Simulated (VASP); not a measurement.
A run of VASP 6.6.1:

INCAR

```
SYSTEM = Sc
PREC     = Accurate       ! precision mode
ENCUT    = 520            ! plane-wave cutoff, eV
EDIFF    = 1E-6           ! SCF threshold, eV
ISMEAR   = -5             ! smearing method
SIGMA    = 0.05           ! smearing width, eV
LREAL    = .FALSE.        ! projectors in reciprocal space
LASPH    = .TRUE.         ! aspherical terms in the spheres
NELM     = 100            ! most SCF steps
ALGO     = Fast           ! electronic algorithm
ISIF     = 2              ! what is computed and relaxed
LWAVE    = .FALSE.        ! write WAVECAR
LCHARG   = .TRUE.         ! write CHGCAR
GGA      = PS             ! functional
IVDW     = 13             ! dispersion correction
LELF     = .TRUE.         ! ELF
LVHAR    = .TRUE.       
NBANDS   = 24             ! bands
```

Contents of KPOINTS:

```
regular mesh
0
G
  6 6 8
  0 0 0
```

File POSCAR:

```
Sc
1.0
    4.4040490344     -2.5002670000      0.0000000000
    4.4040490344      2.5002670000      0.0000000000
   -0.0034756338      0.0000000000      3.2007192820
Sc
3
Direct
    0.6667660000      0.6667660000      0.0048920000
    0.0000000000      0.0000000000      0.5000000000
    0.3332340000      0.3332340000      0.9951080000
```

Potentials or basis: VASP PAW PBE potentials, release 64 (Sc_sv).

The run is started by

```bash
$ cat potpaw_PBE.64/Sc_sv/POTCAR > POTCAR
$ mpirun -np 1 vasp_std > vasp.out
```

Hardware: 1 thread of AMD EPYC 7R13 Processor (Zen 3), with other jobs on the host.

Q: How long does it take, and how much memory?

A: Wall time 3.4 min on 1 thread of AMD EPYC 7R13 Processor (Zen 3), with other jobs on the host, peak memory 0.23 GiB. Counts: scf iterations 17, k points 89.
